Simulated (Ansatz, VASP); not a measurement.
# Ta3Mo: VASP beside Ansatz

```
CELL_PARAMETERS angstrom
-1.93799 1.93799 4.32902
1.93799 -1.93799 4.32902
1.93799 1.93799 -4.32902
ATOMIC_POSITIONS crystal
Ta 0.50000 0.50000 0.00000
Ta 0.25000 0.75000 0.50000
Ta 0.75000 0.25000 0.50000
Mo 0.00000 0.00000 0.00000
```

Alike in both runs: task single point; functional PBE; k mesh 6 × 6 × 6; occupations gaussian, width 0.1 eV; no spin polarisation.

|  | VASP | Ansatz |
| --- | --- | --- |
| version | VASP 6.6.1 | Ansatz 0.2.0 |
| potentials or method | VASP PAW PBE potentials, release 64 (Ta_pv, Mo_sv), cutoff 520 eV | scalar-relativistic, plane waves, PAW |
| valence electrons in the cell | 47 | 53 |

|  | VASP | Ansatz | Ansatz less VASP |
| --- | --- | --- | --- |
| gap on the k mesh at the Fermi level (eV) | none | none | - |
| pressure (GPa) | 25.1 | 24.8 | -0.35 |
| traceless stress, the component that is largest in VASP (GPa) | 12.66 | 12.72 | +0.057 |

A gap of «none» marks a metal or a gap that the smearing closes. VASP's potentials hold 47 valence electrons a cell and Ansatz's 53, so a difference there can come from the potentials and not from the codes.

The k mesh is coarse, so the values compare programs but aren't converged. Spin-orbit coupling is off throughout.
